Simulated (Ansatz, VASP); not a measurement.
# Co: VASP beside Ansatz

File INCAR:

```
SYSTEM = Co
ALGO = Normal
EDIFF = 1E-6
ENCUT = 520
GGA = PS
ISIF = 2
ISMEAR = -1
ISPIN = 2
LASPH = .TRUE.
LCHARG = .FALSE.
LMAXMIX = 4
LORBIT = 11
LREAL = .FALSE.
LWAVE = .FALSE.
MAGMOM = 3.2 3.2
NBANDS = 20
NELM = 150
PREC = Accurate
SIGMA = 0.1
```

File KPOINTS:

```
k-points
0
G
  13 13 7
  0 0 0
```

File POSCAR:

```
Co
1.0
    2.4905713050      0.0000000000      0.0000000000
   -1.2452856525      2.1568959367      0.0000000000
    0.0000000000      0.0000000000      4.0425844119
Co
2
Direct
    0.3333333333      0.6666666667      0.2500000000
    0.6666666667      0.3333333333      0.7500000000
```

Input for Ansatz:

```yaml
crystal:
  lattice:
    - [2.4905713050221783, 0.0, 0.0]
    - [-1.2452856525110891, 2.1568959367139304, 0.0]
    - [0.0, 0.0, 4.042584411864786]
  atoms:
    - { symbol: Co, position: [0.3333333333333333, 0.6666666666666666, 0.25], spin: 3.2 }
    - { symbol: Co, position: [0.6666666666666666, 0.3333333333333333, 0.75], spin: 3.2 }
basis:
  ecutwfc: 510.0
kpoints:
  mp_grid:
    grid: [13, 13, 7]
hamiltonian:
  xc: pbesol
  pseudopotentials:
    kind: paw
magnetization:
  spin_polarized: true
scf:
  occupations:
    method: fermi_dirac
    width: 0.1
```

Alike in both runs: task single point; functional PBEsol; k mesh 13 × 13 × 7; occupations fermi-dirac, width 0.1 eV; collinear spin.

|  | VASP | Ansatz |
| --- | --- | --- |
| version | VASP 6.6.1 | Ansatz 0.2.0 |
| potentials or method | VASP PAW PBE potentials, release 64 (Co), cutoff 520 eV | plane waves, PAW |
| valence electrons in the cell | 18 | 34 |

VASP gave:

```
net moment per atom (μB)                                      : 1.60
size of the moment on the site where the two differ most (μB) : 1.61
```

Question: Which values does Ansatz return?

Answer: net moment per atom (μB): 1.60; size of the moment on the site where the two differ most (μB): 1.67.

VASP's potentials were made for PBE, not for PBEsol. Site moments also hang on the region over which each program counts them. VASP's potentials hold 18 valence electrons a cell and Ansatz's 34, so a difference there can come from the potentials and not from the codes. Ansatz's warnings: given moment on shells, structure snapped to symmetry.
